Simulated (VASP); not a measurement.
Input of a VASP 6.6.1 run:

Contents of INCAR:

```
  PREC = Accurate
  ENCUT = 520
  EDIFF = 1E-6
  ISMEAR = 0
  SIGMA = 0.15
  LREAL = False
  LASPH = True
  NELM = 100
  ALGO = Fast
  ISIF = 2
  LWAVE = False
  LCHARG = True
  GGA = PS
  LELF = True
  LVHAR = True
  NBANDS = 12
```

The input KPOINTS:

```
Automatic mesh
0
Gamma
  20 20 20
```

The input POSCAR:

```
Au
1.0
    0.0000000000      1.8818600000      2.2091400000
    1.8818600000      0.0000000000      2.2091400000
    1.8818600000      1.8818600000      0.0000000000
Au
1
Direct
    0.0000000000      0.0000000000      0.0000000000
```

Potentials or basis: VASP PAW PBE potentials, release 64 (Au).

Command:

```console
$ cat potpaw_PBE.64/Au/POTCAR > POTCAR
$ mpirun -np 1 vasp_std > vasp.out
```

(1) What does it give for the band gap on the k mesh?

(2) Predict the pressure.

Results:

(1) zero (an odd number of electrons rules out a gap without spin polarisation).

(2) 20.9 GPa.

Caveat: the cell differs from its parent crystal (strain -0.080 along x and y, +0.080 along z); the cell stands under pressure; the PAW data sets were made with another functional, which shifts forces and pressure a little; spin-orbit coupling is left out, which moves the levels of the heavy elements.
